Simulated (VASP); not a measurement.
A run of VASP 6.6.1:

POSCAR

```
PbS
1.0
    0.0000000000      2.8378710381      2.8378710381
    2.8378710381      0.0000000000      2.8378710381
    2.8378710381      2.8378710381      0.0000000000
Pb S
1 1
Direct
    0.0000000000      0.0000000000      0.0000000000
    0.5000000000      0.5000000000      0.5000000000
```

The input INCAR.step1:

```
SYSTEM = PbS
  PREC = Accurate
  ENCUT = 520
  EDIFF = 1E-5
  ISMEAR = 0
  SIGMA = 0.01
  LREAL = .False.
  LASPH = .True.
  NELM = 60
  ALGO = Normal
  ISIF = 2
  LWAVE = .True.
  LCHARG = .False.
  NBANDS = 17
  GGA = PE
```

File INCAR.step2:

```
SYSTEM = PbS
  PREC = Accurate
  ENCUT = 520
  EDIFF = 1E-7
  ISMEAR = 0
  SIGMA = 0.01
  LREAL = .False.
  LASPH = .True.
  NELM = 60
  ALGO = Normal
  ISIF = 2
  LWAVE = .False.
  LCHARG = .False.
  GGA = PE
  LHFCALC = .True.
  HFSCREEN = 0.2079
  PRECFOCK = Normal
  NBANDS = 17
  ISTART = 1
```

KPOINTS

```
regular mesh
0
Gamma
  6 6 6
  0 0 0
```

Potentials or basis: VASP PAW PBE potentials, release 64 (Pb_d, S).

The run is started by

```bash
$ cat potpaw_PBE.64/Pb_d/POTCAR potpaw_PBE.64/S/POTCAR > POTCAR
$ cp INCAR.step1 INCAR
$ mpirun -np 1 vasp_std > vasp.out
$ cp INCAR.step2 INCAR
$ mpirun -np 1 vasp_std > vasp.out
```

Hardware: 1 thread of AMD EPYC 9R45 96-Core Processor (Zen 5) (shared host).

**Question.** Estimate the wall time of this run.

**Answer.** Run time: 27 min on 1 thread of AMD EPYC 9R45 96-Core Processor (Zen 5) (shared host), peak memory 0.26 GiB. Counts: k points 16.
